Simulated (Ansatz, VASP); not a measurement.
**CuMoH6 in VASP and in Ansatz**

```
Cu H Mo
1.0
     4.11988    0.00000    0.00000
     0.00000    4.11988    0.00000
     0.00000    0.00000    4.11988
Cu H Mo
1 6 1
Cartesian
  2.0599 2.0599 2.0599
  3.4990 2.0599 2.0599
  0.6209 2.0599 2.0599
  2.0599 3.4990 2.0599
  2.0599 0.6209 2.0599
  2.0599 2.0599 3.4990
  2.0599 2.0599 0.6209
  0.0000 0.0000 0.0000
```

Alike in both runs: task relaxation of cell and atoms; functional PBE; k mesh 4 × 4 × 4; occupations gaussian, width 0.1 eV; no spin polarisation.

```csv
,VASP,Ansatz
version,VASP 6.6.1,Ansatz 0.2.0
potentials or method,"VASP PAW PBE potentials, release 64 (Cu, H, Mo_sv), cutoff 600 eV","scalar-relativistic, plane waves, PAW"
valence electrons in the cell,31,39
```

Ansatz gave:

```
gap on the k mesh at the Fermi level, each at its own relaxed structure (eV) : none
relaxed volume (Å³/atom)                                                     : 8.46
relaxed length of the cell vector where the two differ most in proportion (Å)              : 4.076
```

**Question.** What did VASP give for the same quantities?

**Answer.** gap on the k mesh at the Fermi level, each at its own relaxed structure (eV): none; relaxed volume (Å³/atom): 8.55; relaxed length of the cell vector where the two differ most in proportion (Å): 4.089.

A gap of «none» marks a metal or a gap that the smearing closes. VASP's potentials hold 31 valence electrons a cell and Ansatz's 39, so a difference there can come from the potentials and not from the codes.

The k mesh is coarse, so the values compare programs but aren't converged.
